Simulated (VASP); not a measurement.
# CuO2 (Cmcm) in VASP: further runs, part 2 of 2

VASP 6.6.1.

**5. Relaxation of cell and atoms, PBEsol, target pressure 20 GPa, at which the enthalpy is minimised**

This run uses another cell than the first one, of 10.66 Å³/atom.

INCAR reads:

```
SYSTEM = CuO2
ALGO = Normal
EDIFF = 1E-6
EDIFFG = -0.01
ENCUT = 600
GGA = PS
IBRION = 2
ISIF = 3
ISMEAR = -1
LASPH = .True.
LCHARG = .False.
LREAL = .False.
LWAVE = .False.
NELM = 100
NSW = 60
PREC = Accurate
PSTRESS = 200.0
SIGMA = 0.05
```

KPOINTS reads:

```
k-points
0
Gamma
  10 10 6
  0 0 0
```

POSCAR reads:

```
CuO2
1.0
    1.4126150000     -5.2107470000      0.0000000000
    1.4126150000      5.2107470000      0.0000000000
    0.0000000000      0.0000000000      4.3434240000
Cu O
2 4
Direct
    0.1672530000      0.8327470000      0.7500000000
    0.8327470000      0.1672530000      0.2500000000
    0.7889700000      0.2110300000      0.7500000000
    0.2110300000      0.7889700000      0.2500000000
    0.5514860000      0.4485140000      0.7500000000
    0.4485140000      0.5514860000      0.2500000000
```

Potentials or basis: VASP PAW PBE potentials, release 64 (Cu, O).

On the command line:

```sh
$ cat potpaw_PBE.64/Cu/POTCAR potpaw_PBE.64/O/POTCAR > POTCAR
$ mpirun -np 1 vasp_std > vasp.out
```

Run time: 56 min. Hardware: 1 thread of AMD EPYC 9R45 (Zen 5), shared host; peak memory 0.42 GiB.

It converged, with:

| Quantity | Value |
| --- | --- |
| Free energy | -29.6687 eV |
| Relaxed volume | 8.16 Å³/atom |
| Relaxed cell | a = 4.779 Å, b = 4.779 Å, c = 3.753 Å, α = 90.00°, β = 90.00°, γ = 145.18° |
| Space group after relaxing (to 0.1 Å) | Cmcm (No. 63) |
| Energy change on relaxing (the run minimises the enthalpy) | +9.9 meV/atom |
| Ionic steps | 23 |
| Pressure after relaxing | 20.0 GPa |
| Band gap on the k mesh | zero (bands 23 and 24 overlap by 1.15 eV) |

Forces on the atoms (eV/Å):
```
Cu   0.000  0.003  0.000
Cu   0.000 -0.003  0.000
O    0.000 -0.002  0.000
O    0.000  0.002  0.000
O    0.000  0.001  0.000
O    0.000 -0.001  0.000
```

Stress tensor (GPa, compression positive):
```
20.13  0.00  0.00
 0.00 20.01  0.00
 0.00  0.00 20.00
```

The path:
```csv
step,energy change (eV),largest force (eV/Å),pressure (GPa),volume (Å³)
1,0.0000,0.4302,-7.89,63.94
2,2.3918,4.4856,74.57,48.26
3,0.1760,1.4493,18.10,56.18
4,0.1378,1.0919,19.23,53.54
5,0.4628,1.1420,32.14,48.70
6,0.1181,0.5331,18.48,49.77
7,0.0987,0.6265,17.14,49.90
8,0.0955,0.5643,18.92,49.44
9,0.1955,0.5015,24.29,48.21
10,0.0789,0.3313,19.05,48.90
11,0.0794,0.3321,19.07,48.90
12,0.0957,0.0997,21.10,48.69
13,0.0983,0.0944,21.19,48.66
14,0.0589,0.0682,19.74,48.96
15,0.0546,0.0651,19.50,48.99
16,0.0624,0.0455,20.10,48.93
17,0.0628,0.0446,20.22,48.92
18,0.0577,0.0278,20.05,48.96
19,0.0534,0.0278,19.84,49.00
20,0.0580,0.0109,19.93,48.96
21,0.0582,0.0133,20.31,48.96
22,0.0581,0.0115,19.98,48.96
23,0.0596,0.0025,20.05,48.94
```

Final structure:
```
Cu O
1.0
     1.43002   -4.55984    0.00000
     1.43002    4.55984    0.00000
     0.00000    0.00000    3.75305
Cu O
2 4
Cartesian
  1.4300 3.1432 2.8148
  1.4300 -3.1432 0.9383
  1.4300 -2.7251 2.8148
  1.4300 2.7251 0.9383
  1.4300 -0.1739 2.8148
  1.4300 0.1739 0.9383
```

Levels at points of the mesh, in eV from the Fermi level:
```tsv
k point	band 21	band 22	band 23	band 24	band 25	band 26
(0.00, 0.00, 0.00)	-1.22	-1.07	-1.02	-0.25	0.52	2.24
(0.50, 0.00, 0.00)	-2.15	-1.93	-1.40	0.10	0.19	2.45
(0.50, 0.50, 0.00)	-1.98	-1.18	-0.64	0.37	0.83	2.36
(0.00, 0.00, 0.50)	-0.74	-0.74	0.07	0.07	0.16	0.16
(0.50, 0.00, 0.50)	-1.13	-1.13	-0.08	-0.08	0.80	0.80
(0.50, 0.50, 0.50)	-1.23	-1.23	0.58	0.58	0.65	0.65
```

Caveat: the cell is relaxed towards a set pressure, so the run minimises the enthalpy, not the energy; the volume moved by over 15 % at a fixed basis, so the end points are rough; the PAW data sets were made with another functional, which shifts forces and pressure a little; semilocal functionals often make such compounds metallic where correlation or magnetic order opens a gap, which also shifts bond lengths. With open d or f shells a metallic result of PBEsol can be an artefact of self-interaction; +U or a hybrid may open a gap.

**6. Relaxation of cell and atoms, PBEsol, target pressure 30 GPa, at which the enthalpy is minimised**

This run uses another cell than the first one, of 10.66 Å³/atom.

INCAR reads:

```
SYSTEM = CuO2
  PREC = Accurate
  ENCUT = 600
  EDIFF = 1E-7
  ISMEAR = -1
  SIGMA = 0.05
  LREAL = .FALSE.
  LASPH = .TRUE.
  NELM = 100
  ALGO = Normal
  ISIF = 3
  LWAVE = .FALSE.
  LCHARG = .FALSE.
  GGA = PS
  IBRION = 2
  NSW = 60
  EDIFFG = -0.01
  PSTRESS = 300.0
```

KPOINTS reads:

```
regular mesh
0
G
  10 10 6
  0 0 0
```

POSCAR is that of step 5.

Potentials or basis: VASP PAW PBE potentials, release 64 (Cu, O).

On the command line:

```sh
$ cat potpaw_PBE.64/Cu/POTCAR potpaw_PBE.64/O/POTCAR > POTCAR
$ mpirun -np 1 vasp_std > vasp.out
```

OUTCAR:

```text
SYSTEM = CuO2
   PREC = Accurate
   ENCUT = 600
   EDIFF = 1E-7
   ISMEAR = -1
   LREAL = .FALSE.
   LASPH = .TRUE.
   NELM = 100
   ISIF = 3
   GGA = PS
   IBRION = 2
   NSW = 60
   EDIFFG = -0.01
   PSTRESS = 300.0

 ion  position               nearest neighbor table
   1  0.167  0.833  0.750-   5 1.86   5 1.86   3 1.90   3 1.90   4 2.22   4 2.22
   2  0.833  0.167  0.250-   6 1.86   6 1.86   4 1.90   4 1.90   3 2.22   3 2.22
   3  0.789  0.211  0.750-   1 1.90   1 1.90   2 2.22   2 2.22
   4  0.211  0.789  0.250-   2 1.90   2 1.90   1 2.22   1 2.22
   5  0.551  0.449  0.750-   1 1.86   1 1.86
   6  0.449  0.551  0.250-   2 1.86   2 1.86

  LATTYP: Found a base centered orthorhombic cell.
 ALAT       =     2.8252300000
 B/A-ratio  =     3.6887241039
 C/A-ratio  =     1.5373700548

  Lattice vectors:

 A1 = (   1.4126150000,  -5.2107470000,   0.0000000000)
 A2 = (   1.4126150000,   5.2107470000,   0.0000000000)
 A3 = (   0.0000000000,   0.0000000000,   4.3434240000)

Analysis of symmetry for initial positions (statically):
=====================================================================
 Subroutine PRICEL returns:
 Original cell was already a primitive cell.

 Routine SETGRP: Setting up the symmetry group for a
 base centered orthorhombic supercell.

 Subroutine GETGRP returns: Found  8 space group operations
 (whereof  4 operations were pure point group operations)
 out of a pool of  8 trial point group operations.

The static configuration has the point symmetry C_2h.
 The point group associated with its full space group is D_2h.

Analysis of symmetry for dynamics (positions and initial velocities):
=====================================================================
 Subroutine PRICEL returns:
 Original cell was already a primitive cell.

 Routine SETGRP: Setting up the symmetry group for a
 base centered orthorhombic supercell.

 Subroutine GETGRP returns: Found  8 space group operations
 (whereof  4 operations were pure point group operations)
 out of a pool of  8 trial point group operations.

The dynamic configuration has the point symmetry C_2h.
 The point group associated with its full space group is D_2h.

 Subroutine INISYM returns: Found  8 space group operations
 (whereof  4 operations are pure point group operations),
 and found     1 'primitive' translations

----------------------------------------------------------------------------------------

[... 119 lines left out ...]
     AMIX     =   0.40;   BMIX     =  1.00
     AMIX_MAG =   1.60;   BMIX_MAG =  1.00
  volume/ion in A,a.u.               =      10.66        71.92
  Fermi-wavevector in a.u.,A,eV,Ry     =   1.466894  2.772028 29.276722  2.151778
  Thomas-Fermi vector in A             =   2.582577
   LORBIT       =      0    0 simple, 1 ext, 2 COOP (PROOUT), +10 PAW based schemes
   GGA     = PS    functional components
   LHFCALC =     F    Hartree Fock is set to
   AEXX    =    0.0000 exact exchange contribution
   IVDW    =     0    specifies the selected vdW correction
   LEPSILON=     F    determine dielectric tensor
   LRPA    =     F    only Hartree local field effects (RPA)
 conjugate gradient relaxation of ions
 non-spin polarized calculation
  energy-cutoff  :      600.00
  volume of cell :       63.94
 maximum number of plane-waves:      2154
 NGX is ok and might be reduce to    48
   NGX = 21   NGY = 21   NGZ = 17

--------------------------------------- Ionic step        1  -------------------------------------------

 number of electron      45.9999996 magnetization

 Free energy of the ion-electron system (eV)
  ---------------------------------------------------
  ext. energy  EPLUGINS =         0.00000000
  ---------------------------------------------------
  free energy    TOTEN  =       -29.72826124 eV

  energy without entropy =      -29.68978968  energy(sigma->0) =      -29.70902546

 E-fermi :   2.4379     XC(G=0): -11.2261

 val. band max:        2.4375998260   @ k =   0.4000   0.2000   0.1667
 cond. band min:       2.4459501830   @ k =   0.1000   0.1000   0.1667
 fundamental gap:      0.0083503570
 Fermi energy:         2.4379429362

 k-point     1 :       0.0000    0.0000    0.0000
  band No.  band energies     occupation
      1     -16.6980      2.00000
      2     -15.1685      2.00000
      3     -15.0149      2.00000
      4     -14.3671      2.00000
      5      -3.7127      2.00000
      6      -3.5205      2.00000
[... 832 lines left out ...]
  energy  without entropy=      -29.2944002294  energy(sigma->0) =      -29.31092736

  enthalpy is  TOTEN    =       -19.1266222765 eV   P V=       10.2008322149

[... ionic steps 4 to 15 ...]

--------------------------------------- Ionic step       16  -------------------------------------------

 number of electron      46.0000004 magnetization

------------------------ aborting loop because EDIFF is reached ----------------------------------------
[... 79 lines left out ...]
--------------------------------------- Ionic step       18  -------------------------------------------

 number of electron      46.0000005 magnetization

 Free energy of the ion-electron system (eV)
  ---------------------------------------------------
  ext. energy  EPLUGINS =         0.00000000
  ---------------------------------------------------
  free energy    TOTEN  =       -29.38665014 eV

  energy without entropy =      -29.34900422  energy(sigma->0) =      -29.36782718

 E-fermi :   6.6815     XC(G=0): -13.2453

 val. band max:        6.6812221717   @ k =  -0.2000   0.1000   0.5000
 cond. band min:       6.6892419241   @ k =   0.4000   0.2000   0.1667
 fundamental gap:      0.0080197525
 Fermi energy:         6.6815058632

 k-point     1 :       0.0000    0.0000    0.0000
  band No.  band energies     occupation
      1     -15.0010      2.00000
      2     -12.6195      2.00000
      3     -11.7150      2.00000
      4      -9.8043      2.00000
      5      -1.5573      2.00000
      6      -1.3996      2.00000
[... 748 lines left out ...]
  energy  without entropy=      -29.3490042169  energy(sigma->0) =      -29.36782718

  enthalpy is  TOTEN    =       -20.5626956877 eV   P V=        8.8239544486

 reached required accuracy - stopping structural energy minimisation
```

Wall time 59 min (1 thread of AMD EPYC 9R45 (Zen 5), shared host); peak memory 0.42 GiB.

Results:

| Property | Result |
| --- | --- |
| Free energy | -29.3867 eV |
| Relaxed volume | 7.85 Å³/atom |
| Relaxed cell | a = 4.677 Å, b = 4.677 Å, c = 3.729 Å, α = 90.00°, β = 90.00°, γ = 144.70° |
| Space group after relaxing (to 0.1 Å) | Cmcm (No. 63) |
| Energy change on relaxing (the run minimises the enthalpy) | +56.9 meV/atom |
| Ionic steps | 18 |
| Pressure after relaxing | 30.0 GPa |
| Largest force after relaxing | 0.010 eV/Å |
| Band gap on the k mesh | zero (bands 23 and 24 overlap by 1.32 eV) |

Forces in eV/Å, atoms in the order of the input:
```
Cu   0.000 -0.007  0.000
Cu   0.000  0.007  0.000
O    0.000 -0.003  0.000
O    0.000  0.003  0.000
O    0.000 -0.010  0.000
O    0.000  0.010  0.000
```

The path:
```tsv
step	energy change (eV)	largest force (eV/Å)	pressure (GPa)	volume (Å³)
1	0.0000	0.4298	-7.95	63.94
2	5.5927	7.3598	137.82	43.31
3	0.4008	1.9165	26.04	54.48
4	0.4664	2.0350	28.10	54.10
5	0.4524	1.5420	31.52	50.63
6	0.9634	1.4228	47.81	46.34
7	0.3573	0.9706	23.61	48.32
8	0.4246	0.6595	28.68	47.81
9	0.3680	0.5686	28.75	47.64
10	0.3675	0.6940	29.95	47.29
11	0.3451	0.0627	30.25	47.13
12	0.3495	0.0977	30.41	47.10
13	0.3265	0.0358	29.42	47.21
14	0.3140	0.0503	28.79	47.28
15	0.3463	0.0308	30.14	47.10
16	0.3404	0.0264	29.89	47.13
17	0.3410	0.0270	29.96	47.13
18	0.3416	0.0098	29.98	47.13
```

Final structure:
```xyz
6
Lattice="1.4180 -4.4564 0.0000 1.4180 4.4564 0.0000 0.0000 0.0000 3.7287" Properties=species:S:1:pos:R:3 pbc="T T T"
Cu    1.4180    3.0748    2.7965
Cu    1.4180   -3.0748    0.9322
O     1.4180   -2.6798    2.7965
O     1.4180    2.6798    0.9322
O     1.4180   -0.1490    2.7965
O     1.4180    0.1490    0.9322
```

Caveat: the cell is relaxed towards a set pressure, so the run minimises the enthalpy, not the energy; the volume moved by over 15 % at a fixed basis, so the end points are rough; the PAW data sets were made with another functional, which shifts forces and pressure a little; semilocal functionals often make such compounds metallic where correlation or magnetic order opens a gap, which also shifts bond lengths. With open d or f shells a metallic result of PBEsol can be an artefact of self-interaction; +U or a hybrid may open a gap.

**7. Overview**

```csv
task,potentials or basis,cell,k mesh,cutoff (eV),gap on the mesh (eV),pressure (GPa),largest force (eV/Å)
single point,"VASP PAW PBE potentials, release 64 (Cu_sv_GW, O)","a = 5.345, b = 5.345, c = 4.343 Å, angles 90.0, 90.0, 149.7°, 6 atoms",8 × 8 × 5,700,none,-7.1,0.31
single point,"VASP PAW PBE potentials, release 64 (Cu_sv_GW, O)","a = 5.399, b = 5.399, c = 4.343 Å, angles 90.0, 90.0, 149.7°, 6 atoms",8 × 8 × 5,700,none,-10.3,0.52
single point,"VASP PAW PBE potentials, release 64 (Cu_sv_GW, O)","a = 5.399, b = 5.399, c = 4.343 Å, angles 90.0, 90.0, 149.7°, 6 atoms",8 × 8 × 6,700,none,-10.7,0.48
relaxation of cell and atoms,"VASP PAW PBE potentials, release 64 (Cu, O)","relaxed to 20 GPa from a = 5.399, b = 5.399, c = 4.343 Å, angles 90.0, 90.0, 149.7°, 6 atoms",10 × 10 × 6,600,none,20.0,-
relaxation of cell and atoms,"VASP PAW PBE potentials, release 64 (Cu, O)","relaxed to 30 GPa from a = 5.399, b = 5.399, c = 4.343 Å, angles 90.0, 90.0, 149.7°, 6 atoms",10 × 10 × 6,600,none,30.0,0.01
```

Alike in all rows: level PBEsol; no spin polarisation; smearing fermi-dirac 0.05 eV.

Caveats: the PAW data sets were made with another functional, which shifts forces and pressure a little; semilocal functionals often make such compounds metallic where correlation or magnetic order opens a gap, which also shifts bond lengths; the cell stands under tension (at least some runs); the cell is relaxed towards a set pressure, so the run minimises the enthalpy, not the energy (at least some runs); the volume moved by over 15 % at a fixed basis, so the end points are rough (at least some runs).

Total energies depend on the potentials used, so only differences within one code and one set of settings carry meaning.
